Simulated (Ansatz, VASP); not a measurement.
One calculation of La, two programs

```
La
1.0
     0.00000    2.58188    2.58188
     2.58188    0.00000    2.58188
     2.58188    2.58188    0.00000
La
1
Direct
  0.00000 0.00000 0.00000
```

Alike in both runs: task single point; functional r2SCAN; k mesh 12 × 12 × 12; occupations fermi-dirac, width 0.1 eV; no spin polarisation.

|  | VASP | Ansatz |
| --- | --- | --- |
| version | VASP 6.6.1 | Ansatz 0.2.0 |
| potentials or method | VASP PAW PBE potentials, release 64 (La), cutoff 520 eV | plane waves (500 eV) with PAW, scalar-relativistic |
| valence electrons in the cell | 11 | 11 |

```csv
,VASP,Ansatz,Ansatz less VASP
pressure (GPa),1.9,1.8,-0.08
```

VASP's potentials were made for PBE, not for r2SCAN.

Neither program's run includes spin-orbit coupling.
